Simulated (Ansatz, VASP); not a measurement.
# Two plane-wave programs on Pt

```
CELL_PARAMETERS angstrom
-2.24051 2.61216 1.40015
2.61216 -2.24051 1.40015
2.71010 2.71010 -0.71949
ATOMIC_POSITIONS crystal
Pt 0.01592 0.98408 0.00000
Pt 0.73408 0.26592 0.50000
```

Alike in both runs: task single point; functional RPBE; k mesh 14 × 14 × 10; occupations fermi-dirac, width 0.1 eV; no spin polarisation.

|  | VASP | Ansatz |
| --- | --- | --- |
| version | VASP 6.6.1 | Ansatz 0.2.0 |
| potentials or method | VASP PAW PBE potentials, release 64 (Pt), cutoff 520 eV | plane waves (420 eV) with PAW, scalar-relativistic |
| valence electrons in the cell | 20 | 36 |

|  | VASP | Ansatz | Ansatz less VASP |
| --- | --- | --- | --- |
| pressure (GPa) | -17.0 | -16.8 | +0.27 |
| traceless stress, the component that is largest in VASP (GPa) | -1.46 | -1.45 | +0.011 |

VASP's potentials were made for PBE, not for RPBE. VASP's potentials hold 20 valence electrons a cell and Ansatz's 36, so a difference there can come from the potentials and not from the codes. Ansatz's warnings: near symmetry operations not taken.

Neither program's run includes spin-orbit coupling.
